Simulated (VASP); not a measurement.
Here is a VASP 6.6.1 calculation.

The input INCAR:

```
SYSTEM = Sn
PREC = Accurate
ENCUT = 520
EDIFF = 1E-7
ISMEAR = 0
SIGMA = 0.1
LREAL = .False.
LASPH = .True.
NELM = 80
ALGO = Fast
ISIF = 2
LWAVE = .False.
LCHARG = .False.
GGA = PE
NBANDS = 36
```

Contents of KPOINTS:

```
Automatic mesh
0
Gamma
  10 10 10
  0 0 0
```

Contents of POSCAR:

```
Sn
1.0
    4.8316245694      0.0000000000      0.0000000000
    0.0000000000      4.8316245694      0.0000000000
    0.0000000000      0.0000000000      4.8316245694
Sn
4
Direct
    0.0175489935      0.0175489935      0.0175489935
    0.4824510065      0.9824510065      0.5175489935
    0.5175489935      0.4824510065      0.9824510065
    0.9824510065      0.5175489935      0.4824510065
```

Potentials or basis: VASP PAW PBE potentials, release 64 (Sn_d).

Run with:

```console
$ cat potpaw_PBE.64/Sn_d/POTCAR > POTCAR
$ mpirun -np 1 vasp_std > vasp.out
```

(1) Predict the largest force.

(2) Predict the pressure.

(3) Estimate the band gap on the k mesh.

Results:

(1) 0.005 eV/Å.

(2) 0.0 GPa.

(3) zero (band 28 reaches 9.64 eV, above the bottom of band 29 at 7.49 eV).

Caveat: spin-orbit coupling is left out, which moves the levels of the heavy elements.
